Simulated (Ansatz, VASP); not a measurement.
## PtS2 in VASP and in Ansatz

```xyz
6
Lattice="3.5415 0.0000 0.0000 -1.7708 3.0671 0.0000 0.0000 0.0000 22.4671" Properties=species:S:1:pos:R:3 pbc="T T T"
S     1.7708    1.0224    4.5000
S     0.0000    2.0447    6.9835
S    -0.5903    4.0894   10.2235
S    -2.3610    5.1118   12.7071
Pt    0.0000    0.0000    5.7418
Pt   -2.3610    3.0671   11.4653
```

Alike in both runs: task single point; functional PBE; dispersion D3(BJ); k mesh 9 × 9 × 1; occupations gaussian, width 0.05 eV; no spin polarisation.

|  | VASP | Ansatz |
| --- | --- | --- |
| version | VASP 6.6.1 | Ansatz 0.2.0 |
| potentials or method | VASP PAW PBE potentials, release 64 (S, Pt), cutoff 520 eV | scalar-relativistic, plane waves, PAW |
| valence electrons in the cell | 44 | 60 |

|  | VASP | Ansatz | Ansatz less VASP |
| --- | --- | --- | --- |
| gap on the k mesh at the Fermi level (eV) | 1.36 | 1.35 | -0.007 |
| least direct gap on the mesh (eV) | 1.48 | 1.48 | -0.007 |
| rms of the force components (eV/Å) | 0.040 | 0.039 | -0.0006 |

VASP's potentials hold 44 valence electrons a cell and Ansatz's 60, so a difference there can come from the potentials and not from the codes.

Spin-orbit coupling is off throughout.
